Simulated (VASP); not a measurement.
Input of a VASP 6.6.1 run:

File POSCAR:

```
BN
1.0
    0.0000000000      1.8048245554      1.8048245554
    1.8048245554      0.0000000000      1.8048245554
    1.8048245554      1.8048245554      0.0000000000
B N
1 1
Direct
    0.0000000000      0.0000000000      0.0000000000
    0.2500000000      0.2500000000      0.2500000000
```

The input INCAR.step1:

```
  ALGO = Normal
  EDIFF = 1E-5
  ENCUT = 520
  GGA = PE
  ISIF = 2
  ISMEAR = 0
  LASPH = T
  LCHARG = F
  LREAL = F
  LWAVE = T
  NBANDS = 11
  NELM = 80
  PREC = Accurate
  SIGMA = 0.01
```

File INCAR.step2:

```
  AEXX = 0.25
  ALGO = Normal
  EDIFF = 1E-6
  ENCUT = 520
  GGA = PE
  ISIF = 2
  ISMEAR = 0
  ISTART = 1
  LASPH = T
  LCHARG = F
  LHFCALC = T
  LREAL = F
  LWAVE = F
  NBANDS = 11
  NELM = 80
  PREC = Accurate
  PRECFOCK = Normal
  SIGMA = 0.01
```

Contents of KPOINTS:

```
k-points
0
Gamma
  8 8 8
```

Potentials or basis: VASP PAW PBE potentials, release 64 (B, N).

Launch:

```sh
$ cat potpaw_PBE.64/B/POTCAR potpaw_PBE.64/N/POTCAR > POTCAR
$ cp INCAR.step1 INCAR
$ mpirun -np 1 vasp_std > vasp.out
$ cp INCAR.step2 INCAR
$ mpirun -np 1 vasp_std > vasp.out
```

Task: Estimate the band gap on the k mesh.

Result: 6.55 eV (least direct gap 11.35 eV).

Task: Predict the pressure.

Result: -3.9 GPa.

Caveat: the cell stands under tension; the PAW data sets were made with another functional, which shifts forces and pressure a little. A k mesh can miss the band edges.
